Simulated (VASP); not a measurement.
# ZnS (P1) in VASP: notebook

ZnS is run at these levels: r2SCAN; tasks: single point.

Everything below comes from runs of VASP 6.6.1. Logs are shortened: lines on timing, memory, paths and dates and some standing lists are left out, and cuts for length are marked.

## (1) The cell of the first run

The typed cell holds 4 atoms: a = 3.807 Å, b = 3.807 Å, c = 6.246 Å, α = 90.00°, β = 90.00°, γ = 120.00°.

## (2) Single point, r2SCAN (all Zn atoms moved +0.113 Å, as atom 1 along Cartesian [1 -1 0])

POSCAR

```
ZnS
1.0
    3.8067217484      0.0000000000      0.0000000000
   -1.9033608742      3.2967177392      0.0000000000
    0.0000000000      0.0000000000      6.2457351519
Zn S
2 2
Direct
    0.3421654946      0.6425367535      0.0053880718
    0.6754988279      0.3092034201      0.5053880718
    0.3333333333      0.6666666667      0.3796119282
    0.6666666667      0.3333333333      0.8796119282
```

INCAR.step1

```
SYSTEM = ZnS
ALGO = Normal
EDIFF = 1E-4
ENCUT = 520
GGA = PE
ISMEAR = 0
LASPH = .True.
LCHARG = .False.
LREAL = .False.
LWAVE = .True.
NBANDS = 26
NELM = 100
PREC = Accurate
SIGMA = 0.05
```

INCAR.step2

```
SYSTEM = ZnS
ALGO = Normal
EDIFF = 1E-6
ENCUT = 520
ISIF = 2
ISMEAR = 0
ISTART = 1
LASPH = .True.
LCHARG = .False.
LMIXTAU = .True.
LREAL = .False.
LWAVE = .False.
METAGGA = R2SCAN
NBANDS = 26
NELM = 100
PREC = Accurate
SIGMA = 0.05
```

KPOINTS

```
k-points
0
Gamma
  6 6 4
  0 0 0
```

Potentials or basis: VASP PAW PBE potentials, release 64 (Zn, S).

On the command line:

```sh
cat potpaw_PBE.64/Zn/POTCAR potpaw_PBE.64/S/POTCAR > POTCAR
cp INCAR.step1 INCAR
mpirun -np 1 vasp_std > vasp.out
cp INCAR.step2 INCAR
mpirun -np 1 vasp_std > vasp.out
```

OUTCAR:

```text
SYSTEM = ZnS
   EDIFF = 1E-6
   ENCUT = 520
   ISIF = 2
   ISMEAR = 0
   ISTART = 1
   LASPH = .True.
   LREAL = .False.
   METAGGA = R2SCAN
   NELM = 100
   PREC = Accurate

 ion  position               nearest neighbor table
   1  0.342  0.643  0.005-   4 2.23   3 2.34   4 2.36   4 2.41
   2  0.675  0.309  0.505-   3 2.26   3 2.31   4 2.34   3 2.44
   3  0.333  0.667  0.380-   2 2.26   2 2.31   1 2.34   2 2.44
   4  0.667  0.333  0.880-   1 2.23   2 2.34   1 2.36   1 2.41

  LATTYP: Found a hexagonal cell.
 ALAT       =     3.8067217484
 C/A-ratio  =     1.6407122886

  Lattice vectors:

 A1 = (   3.8067217484,   0.0000000000,   0.0000000000)
 A2 = (  -1.9033608742,   3.2967177392,   0.0000000000)
 A3 = (   0.0000000000,   0.0000000000,   6.2457351519)

Analysis of symmetry for initial positions (statically):
=====================================================================
 Subroutine PRICEL returns:
 Original cell was already a primitive cell.

 Routine SETGRP: Setting up the symmetry group for a
 hexagonal supercell.

 Subroutine GETGRP returns: Found  1 space group operations
 (whereof  1 operations were pure point group operations)
 out of a pool of 24 trial point group operations.

The static configuration has the point symmetry C_1 .

Analysis of symmetry for dynamics (positions and initial velocities):
=====================================================================
 Subroutine PRICEL returns:
 Original cell was already a primitive cell.

 Routine SETGRP: Setting up the symmetry group for a
 hexagonal supercell.

 Subroutine GETGRP returns: Found  1 space group operations
 (whereof  1 operations were pure point group operations)
 out of a pool of 24 trial point group operations.

The dynamic configuration has the point symmetry C_1 .

 Subroutine INISYM returns: Found  1 space group operations
 (whereof  1 operations are pure point group operations),
 and found     1 'primitive' translations

----------------------------------------------------------------------------------------

                                     Primitive cell

  volume of cell :      78.3820

  direct lattice vectors                    reciprocal lattice vectors
     3.806721748  0.000000000  0.000000000     0.262693222  0.151666002  0.000000000
    -1.903360874  3.296717739  0.000000000     0.000000000  0.303332004  0.000000000
     0.000000000  0.000000000  6.245735152     0.000000000  0.000000000  0.160109255

  length of vectors
     3.806721748  3.806721748  6.245735152     0.303332004  0.303332004  0.160109255

  position of ions in fractional coordinates (direct lattice)
     0.342165495  0.642536753  0.005388072
     0.675498828  0.309203420  0.505388072
     0.333333333  0.666666667  0.379611928
     0.666666667  0.333333333  0.879611928

  ion indices of the primitive-cell ions
   primitive index   ion index
                 1           1
                 2           2
                 3           3
                 4           4

----------------------------------------------------------------------------------------

 KPOINTS: k-points

Automatic generation of k-mesh.
 Grid dimensions read from file:
 generate k-points for:    6    6    4

 Generating k-lattice:

  Cartesian coordinates                     Fractional coordinates (reciprocal lattice)
     0.043782204  0.025277667  0.000000000     0.166666667  0.000000000  0.000000000
     0.000000000  0.050555334  0.000000000     0.000000000  0.166666667  0.000000000
     0.000000000  0.000000000  0.040027314     0.000000000  0.000000000  0.250000000

  Length of vectors
     0.050555334  0.050555334  0.040027314

  Shift w.r.t. Gamma in fractional coordinates (k-lattice)
     0.000000000  0.000000000  0.000000000

 Subroutine IBZKPT returns following result:
 ===========================================

 Found     76 irreducible k-points:

 Following reciprocal coordinates:
            Coordinates               Weight
  0.000000  0.000000  0.000000      1.000000
  0.166667  0.000000  0.000000      2.000000
  0.000000  0.166667  0.000000      2.000000
 -0.166667  0.166667  0.000000      2.000000
  0.333333  0.000000  0.000000      2.000000
  0.000000  0.333333  0.000000      2.000000
[... 16 lines left out ...]
  0.000000  0.166667  0.250000      2.000000
 -0.166667  0.166667  0.250000      2.000000
 [... further k-points ...]
   k-points           NKPTS =     76   k-points in BZ     NKDIM =     76   number of bands    NBANDS=     26
   number of dos      NEDOS =    301   number of ions     NIONS =      4
   total plane-waves  NPLWV =  37632
   dimension x,y,z NGX =    28 NGY =   28 NGZ =   48
   dimension x,y,z NGXF=    56 NGYF=   56 NGZF=   96
   ions per type =               2   2
   NGX,Y,Z   is equivalent  to a cutoff of  12.23, 12.23, 12.78 a.u.
   NGXF,Y,Z  is equivalent  to a cutoff of  24.46, 24.46, 25.55 a.u.
 SYSTEM =  ZnS
   PREC   = accura    normal or accurate (medium, high low for compatibility)
   ISTART =      1    job   : 0-new  1-cont  2-samecut
   ICHARG =      0    charge: 1-file 2-atom 10-const
   ISPIN  =      1    spin polarized calculation?
   LNONCOLLINEAR =      F non collinear calculations
   LSORBIT =      F    spin-orbit coupling
   LASPH  =      T    aspherical Exc in radial PAW
   ENCUT  =  520.0 eV  38.22 Ry    6.18 a.u.   7.08  7.08 11.61*2*pi/ulx,y,z
   NELM   =    100;   NELMIN=  2; NELMDL=  0     # of ELM steps
   EDIFF  = 0.1E-05   stopping-criterion for ELM
   LREAL  =      F    real-space projection
   EDIFFG = 0.1E-04   stopping-criterion for IOM
   NSW    =      0    number of steps for IOM
   IBRION =     -1    ionic relax: 0-MD 1-quasi-New 2-CG
   NFREE  =      0    steps in history (QN), initial steepest desc. (CG)
   ISIF   =      2    stress and relaxation
   ISYM   =      2    0-nonsym 1-usesym 2-fastsym
   POTIM  = 0.5000    time-step for ionic-motion
   TEBEG  =    0.0;   TEEND  =   0.0 temperature during run
   PSTRESS=    0.0 pullay stress
   NELECT =      36.0000    total number of electrons
   NUPDOWN=      -1.0000    fix difference up-down
   EMIN   =  10.00;   EMAX   =-10.00  energy-range for DOS
   EFERMI =   0.00;   METHOD = LEGACY
   ISMEAR =     0;   SIGMA  =   0.05  broadening in eV -4-tet -1-fermi 0-gaus
   EFERMI_NEDOS =   21; number of points for ismear=-14 and -15
   IALGO  =     38    algorithm
   IMIX   =      4    mixing-type and parameters
     AMIX     =   0.40;   BMIX     =  1.00
     AMIX_MAG =   1.60;   BMIX_MAG =  1.00
  volume/ion in A,a.u.               =      19.60       132.24
  Fermi-wavevector in a.u.,A,eV,Ry     =   1.263097  2.386908 21.706940  1.595415
  Thomas-Fermi vector in A             =   2.396472
   LORBIT       =      0    0 simple, 1 ext, 2 COOP (PROOUT), +10 PAW based schemes
   METAGGA = R2SCAN    functional components
   LHFCALC =     F    Hartree Fock is set to
   AEXX    =    0.0000 exact exchange contribution
   IVDW    =     0    specifies the selected vdW correction
   LEPSILON=     F    determine dielectric tensor
   LRPA    =     F    only Hartree local field effects (RPA)
 non-spin polarized calculation
 Gauss-broadening in eV      SIGMA  =   0.05
  energy-cutoff  :      520.00
  volume of cell :       78.38
 maximum number of plane-waves:      2130
   NGX = 15   NGY = 15   NGZ = 23

 number of electron      36.0000023 magnetization

 Free energy of the ion-electron system (eV)
  ---------------------------------------------------
  ext. energy  EPLUGINS =         0.00000000
  ---------------------------------------------------
  free energy    TOTEN  =       -37.64357176 eV

  energy without entropy =      -37.64357176  energy(sigma->0) =      -37.64357176

 E-fermi :   2.2076     XC(G=0): -10.3093

 val. band max:        1.9446000869   @ k =   0.0000   0.0000   0.0000
 cond. band min:       4.7052615786   @ k =   0.0000   0.0000   0.0000
 fundamental gap:      2.7606614917
 Fermi energy:         2.2076143226

 k-point     1 :       0.0000    0.0000    0.0000
  band No.  band energies     occupation
      1     -11.8470      2.00000
      2     -10.8885      2.00000
      3      -4.6944      2.00000
      4      -4.6515      2.00000
      5      -4.6067      2.00000
      6      -4.5285      2.00000
[... 18 lines left out ...]
     25      10.2104      0.00000
     26      11.7644      0.00000

 k-point     2 :       0.1667    0.0000    0.0000
  band No.  band energies     occupation
      1     -11.6590      2.00000
      2     -10.7862      2.00000
      3      -4.6745      2.00000
      4      -4.6361      2.00000
      5      -4.5659      2.00000
      6      -4.5078      2.00000
[... 18 lines left out ...]
     25      10.6300      0.00000
     26      11.0497      0.00000

 k-point     3 :       0.0000    0.1667    0.0000
  band No.  band energies     occupation
      1     -11.6591      2.00000
      2     -10.7867      2.00000
      3      -4.6776      2.00000
      4      -4.6287      2.00000
      5      -4.5759      2.00000
      6      -4.5087      2.00000
[... 18 lines left out ...]
     25      10.6440      0.00000
     26      11.0328      0.00000

 k-point     4 :      -0.1667    0.1667    0.0000
  band No.  band energies     occupation
      1     -11.6592      2.00000
      2     -10.7872      2.00000
      3      -4.6794      2.00000
      4      -4.6208      2.00000
      5      -4.5882      2.00000
      6      -4.5039      2.00000
[... 18 lines left out ...]
     25      10.6596      0.00000
     26      11.0130      0.00000

 k-point     5 :       0.3333    0.0000    0.0000
  band No.  band energies     occupation
      1     -11.2088      2.00000
      2     -10.6028      2.00000
      3      -4.6456      2.00000
      4      -4.5520      2.00000
      5      -4.5196      2.00000
      6      -4.4073      2.00000
[... 18 lines left out ...]
     25      11.1316      0.00000
     26      12.2948      0.00000

 k-point     6 :       0.0000    0.3333    0.0000
  band No.  band energies     occupation
      1     -11.2091      2.00000
      2     -10.6046      2.00000
      3      -4.6425      2.00000
      4      -4.5530      2.00000
      5      -4.5356      2.00000
      6      -4.3956      2.00000
[... 427 lines left out ...]
 k-point    21 :       0.0000    0.0000    0.2500
  band No.  band energies     occupation
      1     -11.7253      2.00000
      2     -11.0515      2.00000
      3      -4.6950      2.00000
      4      -4.6508      2.00000
      5      -4.6119      2.00000
      6      -4.5445      2.00000
[... 18 lines left out ...]
     25       9.8642      0.00000
     26      10.8820      0.00000

 k-point    22 :       0.1667    0.0000    0.2500
  band No.  band energies     occupation
      1     -11.5470      2.00000
      2     -10.9294      2.00000
      3      -4.6752      2.00000
      4      -4.6431      2.00000
      5      -4.5715      2.00000
      6      -4.5176      2.00000
[... 18 lines left out ...]
     25      10.6426      0.00000
     26      10.9046      0.00000

 k-point    23 :       0.0000    0.1667    0.2500
  band No.  band energies     occupation
      1     -11.5427      2.00000
      2     -10.9356      2.00000
      3      -4.7000      2.00000
      4      -4.6241      2.00000
      5      -4.5649      2.00000
      6      -4.5159      2.00000
[... 18 lines left out ...]
     25      10.6663      0.00000
     26      10.8622      0.00000

 k-point    24 :      -0.1667    0.1667    0.2500
  band No.  band energies     occupation
      1     -11.5416      2.00000
      2     -10.9376      2.00000
      3      -4.7032      2.00000
      4      -4.6171      2.00000
      5      -4.5767      2.00000
      6      -4.5075      2.00000
[... 18 lines left out ...]
     25      10.6725      0.00000
     26      10.8502      0.00000

 [... further k-points ...]

------------------------ aborting loop because EDIFF is reached ----------------------------------------

  FORCE on cell =-STRESS in cart. coord.  units (eV):
  Direction    XX          YY          ZZ          XY          YZ          ZX
  --------------------------------------------------------------------------------------
  -------------------------------------------------------------------------------------
  Total        0.3235828      0.3218920      0.0658395     -0.1545916      0.5866265     -0.5889468
  in kB        6.6142331      6.5796733      1.3458012     -3.1599479     11.9910113    -12.0384389
  external PRESSURE =       4.8465692 kB  Pullay stress =       0.0000000 kB

 VOLUME and BASIS-vectors are now :
 -----------------------------------------------------------------------------
  energy-cutoff  :      520.00
  volume of cell :       78.38
      direct lattice vectors                 reciprocal lattice vectors
     3.806721748  0.000000000  0.000000000     0.262693222  0.151666002  0.000000000
    -1.903360874  3.296717739  0.000000000     0.000000000  0.303332004  0.000000000
     0.000000000  0.000000000  6.245735152     0.000000000  0.000000000  0.160109255

 POSITION                                       TOTAL-FORCE (eV/Angst)
 -----------------------------------------------------------------------------------
      0.07955      2.11826      0.03365        -0.624591      0.490065      0.100840
      1.98291      1.01936      3.15652        -0.349215      0.489499      0.091415
     -0.00000      2.19781      2.37096         0.357493     -0.489594     -0.089752
      1.90336      1.09891      5.49382         0.616312     -0.489971     -0.102503
 -----------------------------------------------------------------------------------
    total drift:                                0.006375      0.006019      0.030823

  FREE ENERGIE OF THE ION-ELECTRON SYSTEM (eV)
  ---------------------------------------------------
  free  energy   TOTEN  =       -37.6435717634 eV

  energy  without entropy=      -37.6435717634  energy(sigma->0) =      -37.64357176
```

Wall time 6.4 min (1 thread of Intel Xeon Platinum 8259CL at 2.50GHz (Skylake/Cascade Lake), shared host); peak memory 0.28 GiB.

What came out:

```
Free energy            : -37.6436 eV
Pressure               : 0.5 GPa
Largest force          : 0.800 eV/Å
Band gap on the k mesh : 2.76 eV, direct
```

Forces in eV/Å, atoms in the order of the input:
```
Zn  -0.625  0.490  0.101
Zn  -0.349  0.489  0.091
S    0.357 -0.490 -0.090
S    0.616 -0.490 -0.103
```

Stress tensor (GPa, compression positive):
```
 0.66 -0.32 -1.20
-0.32  0.66  1.20
-1.20  1.20  0.13
```

Caveat: the cell differs from its parent crystal (all Zn atoms moved +0.113 Å, as atom 1 along Cartesian [1 -1 0]); the PAW data sets were made with another functional, which shifts forces and pressure a little.

## (3) Single point, r2SCAN (all Zn atoms moved +0.037 Å, as atom 1 along Cartesian [1 -1 0])

Edit POSCAR of step 2 so:

```diff
@@ -8,4 +8,4 @@
 Direct
-    0.3421654946      0.6425367535      0.0053880718
-    0.6754988279      0.3092034201      0.5053880718
+    0.3362773871      0.6586233623      0.0053880718
+    0.6696107204      0.3252900289      0.5053880718
     0.3333333333      0.6666666667      0.3796119282
```

INCAR.step1

```
SYSTEM = ZnS
PREC = Accurate
ENCUT = 520
ISMEAR = 0
SIGMA = 0.05
LREAL = .False.
LASPH = .True.
NELM = 100
NBANDS = 26
GGA = PE
ALGO = Normal
EDIFF = 1E-4
LWAVE = .True.
LCHARG = .False.
```

INCAR.step2

```
SYSTEM = ZnS
PREC = Accurate
ENCUT = 520
EDIFF = 1E-7
ISMEAR = 0
SIGMA = 0.05
LREAL = .False.
LASPH = .True.
NELM = 100
ALGO = Normal
ISIF = 2
LWAVE = .False.
LCHARG = .False.
METAGGA = R2SCAN
LMIXTAU = .True.
NBANDS = 26
ISTART = 1
```

KPOINTS

```
Automatic mesh
0
Gamma
  6 6 4
  0 0 0
```

Potentials or basis: VASP PAW PBE potentials, release 64 (Zn, S).

On the command line:

```sh
cat potpaw_PBE.64/Zn/POTCAR potpaw_PBE.64/S/POTCAR > POTCAR
cp INCAR.step1 INCAR
mpirun -np 1 vasp_std > vasp.out
cp INCAR.step2 INCAR
mpirun -np 1 vasp_std > vasp.out
```

It took 7 min on 1 thread of Intel Xeon Platinum 8259CL at 2.50GHz (Skylake/Cascade Lake), shared host; peak memory 0.28 GiB.

The run converged. Its results:

| Item | Value |
| --- | --- |
| Free energy | -37.7122 eV |
| Pressure | 0.1 GPa |
| Largest force | 0.236 eV/Å |
| Band gap on the k mesh | 2.78 eV, direct |

Forces in eV/Å, atoms in the order of the input:
```
Zn  -0.156  0.171  0.017
Zn  -0.163  0.148  0.020
S    0.145 -0.160 -0.018
S    0.174 -0.159 -0.019
```

Stress tensor (GPa, compression positive):
```
 0.07 -0.01 -0.39
-0.01  0.06  0.39
-0.39  0.39  0.03
```

Levels at points of the mesh, in eV from the valence-band top:
```tsv
k point	band 16	band 17	band 18	band 19	band 20	band 21
(0.00, 0.00, 0.00)	-0.09	0.00	0.00	2.78	3.61	6.79
(0.50, 0.00, 0.00)	-2.31	-1.74	-0.91	4.04	4.77	5.44
(0.00, 0.50, 0.00)	-2.31	-1.73	-0.91	4.04	4.77	5.44
(0.50, 0.50, 0.00)	-2.31	-1.73	-0.92	4.04	4.77	5.44
(0.00, 0.00, 0.50)	-0.54	-0.43	-0.43	4.11	4.11	7.16
(0.50, 0.00, 0.50)	-1.72	-1.62	-1.62	3.94	3.97	5.63
(0.00, 0.50, 0.50)	-1.71	-1.64	-1.63	3.91	4.00	5.60
(0.50, 0.50, 0.50)	-1.68	-1.66	-1.65	3.90	4.01	5.58
```

Caveat: the cell differs from its parent crystal (all Zn atoms moved +0.037 Å, as atom 1 along Cartesian [1 -1 0]); the PAW data sets were made with another functional, which shifts forces and pressure a little.
